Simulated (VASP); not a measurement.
Set up this calculation in VASP 6.6.1, as the native input.

| Quantity | Value |
| --- | --- |
| Task | single point |
| Functional | PBE |
| Potentials or basis | VASP PAW PBE potentials, release 64 (Ru_pv) |
| Cutoff | 520 eV |
| k mesh | 24 × 24 × 14 |
| Occupations | gaussian, width 0.15 eV |
| Spin | no spin polarisation |
| Dipole correction | no |
| Further INCAR settings | ALGO = Fast; EDIFF = 1e-06; NBANDS = 21 |

The structure of Ru lies in POSCAR:

```
Ru
1.0
    2.7200250909      0.0000000000      0.0000000000
   -1.3600125454      2.3556108276      0.0000000000
    0.0000000000      0.0000000000      4.0819310217
Ru
2
Direct
    0.3333333333      0.6666666667      0.2500000000
    0.6666666667      0.3333333333      0.7500000000
```

This cell differs from its parent crystal: strain +0.000 along x and y, -0.050 along z.

One way to write it, as run:

INCAR

```
ALGO = Fast
EDIFF = 1E-6
ENCUT = 520
GGA = PE
ISIF = 2
ISMEAR = 0
LASPH = True
LCHARG = False
LREAL = False
LWAVE = False
NBANDS = 21
NELM = 60
PREC = Accurate
SIGMA = 0.15
```

KPOINTS

```
k-points
0
Gamma
  24 24 14
```

Potentials or basis: VASP PAW PBE potentials, release 64 (Ru_pv).

Launch:

```sh
$ cat potpaw_PBE.64/Ru_pv/POTCAR > POTCAR
$ mpirun -np 1 vasp_std > vasp.out
```

It gave:

```json
{
 "Pressure": "20.0 GPa",
 "Band gap on the k mesh": "zero (bands 14 and 15 overlap by 3.38 eV)"
}
```

Caveat: the cell differs from its parent crystal (strain +0.000 along x and y, -0.050 along z); the cell stands under pressure.

Wall time 90 s on 1 thread of Intel(R) Xeon(R) 6975P-C (Granite Rapids) (shared host), peak memory 0.3 GiB.
